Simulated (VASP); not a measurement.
Runs of VASP 6.6.1 on SiNi (rocksalt type). The structure is that of space group Fm-3m (No. 225), or close to it. The cells are those of the table. 

```csv
cell,gap on the mesh (eV),pressure (GPa)
"a = 3.244 Å, angles 60.0°, 2 atoms",none,(a)
"a = 3.312 Å, angles 60.0°, 2 atoms",none,0.2
"a = 3.174 Å, angles 60.0°, 2 atoms",none,26.8
"a = 2.968 Å, angles 60.0°, 2 atoms",none,106.4
"a = 2.714 Å, angles 60.0°, 2 atoms",none,(b)
"a = 3.075 Å, angles 60.0°, 2 atoms",none,57.5
"a = 2.854 Å, angles 60.0°, 2 atoms",none,186.2
```

Alike in all rows: task single point; level PBEsol; potentials or basis VASP PAW PBE potentials, release 64 (Ni, Si); no spin polarisation; k mesh 14 × 14 × 14; cutoff (eV) 520; smearing fermi-dirac 0.08 eV.

Q: Fill in the values left out.

A: (a) 11.3; (b) 344.3.

Caveats: the PAW data sets were made with another functional, which shifts forces and pressure a little; the cell stands under pressure (at least some runs).

A gap of «none» marks levels without a gap at the run's occupations.
